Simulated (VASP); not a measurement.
# GaSi62 (a cell with a defect) in VASP: notebook, part 3 of 3

VASP 6.6.1.

### 6 Single point, PBE+D3(BJ), collinear spin, zero start

INCAR

```
PREC     = Accurate       # precision mode
ENCUT    = 520            # plane-wave cutoff, eV
EDIFF    = 1E-6           # SCF threshold, eV
ISMEAR   = 0              # smearing method
SIGMA    = 0.02           # smearing width, eV
LREAL    = Auto         
LASPH    = T              # aspherical terms in the spheres
NELM     = 150            # most SCF steps
ALGO     = Normal         # electronic algorithm
ISIF     = 2              # what is computed and relaxed
LWAVE    = F              # write WAVECAR
LCHARG   = T              # write CHGCAR
ISPIN    = 2              # spin polarisation
MAGMOM   = 0 0 0 0 0 0 0 0 0 0 0 0 0 0 0 0 0 0 0 0 0 0 0 0 0 0 0 0 0 0 0 0 0 0 0 0 0 0 0 0 0 0 0 0 0 0 0 0 0 0 0 0 0 0 0 0 0 0 0 0 0 0 0 # initial moments
LORBIT   = 11             # projections on sites
GGA      = PE             # functional
IVDW     = 12             # dispersion correction
LELF     = T              # ELF
LVHAR    = T            
NBANDS   = 172            # bands
NELECT   = 259.0
```

KPOINTS

```
Automatic mesh
0
Gamma
  1 1 1
```

POSCAR

```
GaSi62
1.0
   10.8600000000      0.0000000000      0.0000000000
    0.0000000000     10.8600000000      0.0000000000
    0.0000000000      0.0000000000     10.8600000000
Si Ga
62 1
Direct
    0.4992969613     -0.0013834254      0.0021324125
    0.6250214549      0.1250776243      0.1251124309
    0.7514816759      0.2508011050      0.0021324125
    0.8761787293      0.3762906077      0.1255568140
    0.7514526703     -0.0013533149      0.2503273481
    0.8756218232      0.1236739411      0.3756655617
   -0.0049870166      0.0019102210     -0.0051694291
    0.1242892265      0.1239771639      0.1241045120
    0.2509513812      0.2512531308      0.0008547882
    0.3762156538      0.3738851750      0.1268192449
    0.4988477901      0.4991490792      0.0008551565
    0.6261238490      0.6258136280      0.1241030387
    0.7481915285      0.7550879374     -0.0051688766
    0.8742953959      0.8758065378      0.1222605893
    0.2514686004     -0.0006395948      0.2512875691
    0.3802595764      0.1232235727      0.3800746777
    0.5018443831      0.2482553407      0.2523653775
    0.6268753223      0.3698476059      0.3800685083
    0.7507416206      0.4986347145      0.2512836096
    0.8761792818      0.6243620626      0.3736269797
    0.5073116022     -0.0012005525      0.5071290055
    0.7513074586      0.2428058011      0.5071138122
    0.8756217311      0.3742531308      0.6262463168
    0.8688134438      0.1300351750      0.8686305709
   -0.0001625230      0.5015764273     -0.0003459484
    0.1252240331      0.6248752302      0.1250395948
    0.2485230203      0.7502618785     -0.0003440147
    0.3738085635      0.8739223757      0.1255581031
    0.0010397790      0.2512518416      0.2507675875
    0.1270015654      0.3738845304      0.3760342541
    0.2508280847      0.4992721915      0.2506470534
    0.3762159300      0.6231007366      0.3760330571
    0.4988489871      0.7490625230      0.2507679558
    0.6264279926      0.8744782689      0.3756661142
    0.0023135359     -0.0013824125      0.4991162983
    0.1252985267      0.1250781768      0.6248359116
    0.2525518416      0.2482567219      0.5016606814
    0.3802593002      0.3698421731      0.6266946593
    0.5018425414      0.4975496317      0.5016598527
    0.6250219153      0.6248015654      0.6248364641
    0.7514812155      0.7477853591      0.4991162983
    0.8688125230      0.8812872007      0.6198828729
    0.2505095764     -0.0013528545      0.7512726519
    0.3758493554      0.1236744936      0.8754397790
    0.5073160221      0.2427856354      0.7511160221
    0.6264277164      0.3742518416      0.8754403315
    0.7514527624      0.4995918969      0.7512732044
    0.8742959484      0.6276599448      0.8741117864
   -0.0001609576      0.7502616022      0.2483391344
    0.1257390424      0.8739218232      0.3736267035
    0.0010383057      0.4991500000      0.4986662983
    0.1242896869      0.6258125230      0.6259399632
    0.2509519337      0.7490640884      0.4986661142
    0.3758491713      0.8744788214      0.6262460405
    0.0023150092      0.2507985267      0.7512970534
    0.1257384899      0.3762895948      0.8759938306
    0.2514696133      0.4986302947      0.7505581952
    0.3738097606      0.6243610497      0.8759953039
    0.4992992634      0.7477827808      0.7512978821
    0.6200627993      0.8812830571      0.8686331492
   -0.0049849908      0.7550878453      0.7480072744
    0.1224428177      0.8758058011      0.8741132597
    0.7216534991      0.0284365562      0.7214830571
```

Potentials or basis: VASP PAW PBE potentials, release 64 (Si, Ga_d).

On the command line:

```sh
cat potpaw_PBE.64/Si/POTCAR potpaw_PBE.64/Ga_d/POTCAR > POTCAR
mpirun -np 1 vasp_gam > vasp.out
```

It took 21 min on 1 thread of Oxide Virtual Turin-like, shared host; peak memory 1.4 GiB.

It converged, with:

```
Free energy                                           : -361.6944 eV
Largest force                                         : 0.217 eV/Å
Net moment                                            : 0.99 μB per cell
Valence electrons inside the program's atomic spheres : Si 1.69, 1.68, 1.67, 1.62 (each value once); Ga 11.53
Dispersion energy per atom                            : -0.314 eV
```

Forces on the atoms (eV/Å):
```
Si  -0.001 -0.003  0.001
Si  -0.002  0.001 -0.004
Si   0.003  0.002  0.001
Si  -0.007  0.003  0.001
Si   0.000  0.000  0.000
Si  -0.006 -0.006  0.006
Si   0.005  0.007  0.004
Si  -0.002 -0.006 -0.002
Si  -0.001  0.002 -0.008
Si   0.001  0.000 -0.004
Si  -0.003  0.001 -0.007
Si   0.006  0.001 -0.001
Si  -0.006 -0.004  0.004
Si  -0.003  0.002 -0.003
Si  -0.005 -0.001 -0.005
Si  -0.007  0.004 -0.008
Si  -0.001  0.001 -0.001
Si  -0.005  0.008 -0.008
Si   0.000  0.005 -0.005
Si  -0.007 -0.001 -0.003
Si  -0.013  0.018 -0.013
Si  -0.018  0.013 -0.013
Si  -0.006 -0.006  0.006
Si   0.001  0.008  0.001
Si  -0.001 -0.003 -0.001
Si  -0.003  0.002 -0.002
Si   0.002  0.001 -0.001
Si  -0.002  0.007  0.001
Si  -0.008  0.002 -0.002
Si  -0.004  0.000  0.000
Si  -0.001  0.001 -0.001
Si   0.001  0.004  0.000
Si  -0.003  0.007 -0.001
Si   0.005  0.006  0.006
Si   0.001 -0.003 -0.002
Si  -0.006  0.001 -0.001
Si  -0.001  0.001 -0.001
Si  -0.007  0.008 -0.004
Si  -0.001  0.001 -0.001
Si  -0.002  0.004 -0.001
Si   0.003 -0.001 -0.002
Si   0.001 -0.001 -0.008
Si   0.001  0.001 -0.001
Si   0.005 -0.006 -0.006
Si  -0.013  0.013 -0.018
Si   0.005 -0.006 -0.006
Si   0.000  0.000  0.000
Si  -0.003  0.003 -0.002
Si  -0.001  0.001  0.003
Si   0.001  0.007 -0.003
Si  -0.008  0.002 -0.002
Si  -0.002  0.002  0.006
Si  -0.001  0.008 -0.002
Si   0.005  0.006  0.006
Si   0.001  0.002  0.003
Si   0.001  0.003 -0.007
Si  -0.005  0.005  0.001
Si  -0.002 -0.001 -0.007
Si  -0.001 -0.001  0.003
Si  -0.009 -0.001  0.001
Si   0.005 -0.004 -0.007
Si  -0.003  0.003 -0.003
Ga   0.125 -0.125  0.125
```

Levels at points of the mesh, in eV from the Fermi level:
Spin up:
| k point | band 128 | band 129 | band 130 | band 131 | band 132 | band 133 |
| --- | --- | --- | --- | --- | --- | --- |
| (0.00, 0.00, 0.00) | -0.17 | -0.17 | -0.04 | 0.76 | 0.76 | 0.95 |
Spin down:
| k point | band 126 | band 127 | band 128 | band 129 | band 130 | band 131 | band 132 | band 133 |
| --- | --- | --- | --- | --- | --- | --- | --- | --- |
| (0.00, 0.00, 0.00) | -0.57 | -0.57 | -0.16 | -0.16 | 0.04 | 0.77 | 0.77 | 0.96 |

Caveat: the k points lie up to 0.58 Å⁻¹ apart; the cell carries a net charge on a neutralising background, which shifts energy and pressure; the cell is charged against a uniform background, so pressure and absolute levels hang on convention; no moment was typed at the start, so none could form.
